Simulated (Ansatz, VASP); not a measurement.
Lu: VASP beside Ansatz

```
Lu
1.0
     0.00000    2.38875    2.38875
     2.38875    0.00000    2.38875
     2.38875    2.38875    0.00000
Lu
1
Direct
  0.00000 0.00000 0.00000
```

Alike in both runs: functional PBEsol; k mesh 11 × 11 × 11; occupations fermi-dirac, width 0.1 eV; no spin polarisation.

Ansatz relaxed the structure, and its values are those at the end. VASP's run is a single point on that final structure, the one shown.

|  | VASP | Ansatz |
| --- | --- | --- |
| version | VASP 6.6.1 | Ansatz 0.2.0 |
| potentials or method | VASP PAW PBE potentials, release 64 (Lu), cutoff 520 eV | plane waves (420 eV) with PAW, scalar-relativistic |
| valence electrons in the cell | 25 | 25 |

```csv
,VASP,Ansatz,Ansatz less VASP
pressure (GPa),0.2,0.0,-0.16
```

VASP's potentials were made for PBE, not for PBEsol, and Ansatz warns of the same on its side.

Neither program's run includes spin-orbit coupling.
